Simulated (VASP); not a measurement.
A run of VASP 6.6.1:

INCAR

```
SYSTEM = Tl2PbCl4
PREC     = Accurate       ! precision mode
ENCUT    = 520            ! plane-wave cutoff, eV
EDIFF    = 1E-6           ! SCF threshold, eV
ISMEAR   = -1             ! smearing method
SIGMA    = 0.05           ! smearing width, eV
LREAL    = .FALSE.        ! projectors in reciprocal space
LASPH    = .TRUE.         ! aspherical terms in the spheres
NELM     = 80             ! most SCF steps
ALGO     = Normal         ! electronic algorithm
ISIF     = 2              ! what is computed and relaxed
LWAVE    = .FALSE.        ! write WAVECAR
LCHARG   = .FALSE.        ! write CHGCAR
GGA      = PS             ! functional
NBANDS   = 43             ! bands
```

The input KPOINTS:

```
regular mesh
0
G
  2 2 4
  0 0 0
```

The input POSCAR:

```
Tl2PbCl4
1.0
    7.5993532404     -0.0078413689     -0.0012762471
   -0.0079219067      7.6012840503     -0.0082137953
   -0.0012844066     -0.0035957500      3.7344787112
Tl Pb Cl
2 1 4
Direct
    0.5044813791      0.0025180205      0.4730406860
    0.0042519151      0.5037732311      0.4743598715
    0.0045641699      0.0034691731      0.3460868070
    0.2298554867      0.7775879809     -0.0472244276
    0.2290729023      0.2278886888     -0.0521875115
    0.7794571083      0.7784057691     -0.0524317194
    0.7794028356      0.2280528004     -0.0476594718
```

Potentials or basis: VASP PAW PBE potentials, release 64 (Tl_d, Pb_d, Cl).

Command:

```sh
$ cat potpaw_PBE.64/Tl_d/POTCAR potpaw_PBE.64/Pb_d/POTCAR potpaw_PBE.64/Cl/POTCAR > POTCAR
$ mpirun -np 1 vasp_std > vasp.out
```

Hardware: 1 thread of Intel Xeon 8259CL, on a shared host.

Estimate the wall time of this run.

It took 3.3 min on 1 thread of Intel Xeon 8259CL, on a shared host, peak memory 0.36 GiB. Counts: scf iterations 14, k points 12.
